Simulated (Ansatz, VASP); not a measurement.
# Two plane-wave programs on Sn2SeS3

```
Sn Se S
1.0
     4.13487    0.00000    0.00000
    -2.06744    3.58090    0.00000
     0.00000    0.00000    9.09426
Sn Se S
2 1 3
Direct
  0.66667 0.33333 0.79992
  0.33333 0.66667 0.20008
  0.00000 0.00000 0.00000
  0.66667 0.33333 0.34441
  0.33333 0.66667 0.65559
  0.00000 0.00000 0.50000
```

Change from the starting cell: species swapped into the Eu2H3Cl type (P-3m1, No. 164).

Alike in both runs: functional PBE; k mesh 12 × 12 × 4; occupations gaussian, width 0.1 eV; no spin polarisation.

Ansatz relaxed the structure, and its values are those at the end. VASP's run is a single point on that final structure, the one shown.

|  | VASP | Ansatz |
| --- | --- | --- |
| version | VASP 6.6.1 | Ansatz 0.2.0 |
| potentials or method | VASP PAW PBE potentials, release 64 (Sn_d, Se, S), cutoff 520 eV | scalar-relativistic, plane waves, PAW |
| valence electrons in the cell | 52 | 62 |

```tsv
	VASP	Ansatz	Ansatz less VASP
gap on the k mesh at the Fermi level (eV)	none	none	-
pressure (GPa)	0.0	0.0	+0.05
rms of the force components (eV/Å)	0.004	0.004	-0.0003
```

A gap of «none» marks a metal or a gap that the smearing closes. VASP's potentials hold 52 valence electrons a cell and Ansatz's 62, so a difference there can come from the potentials and not from the codes.
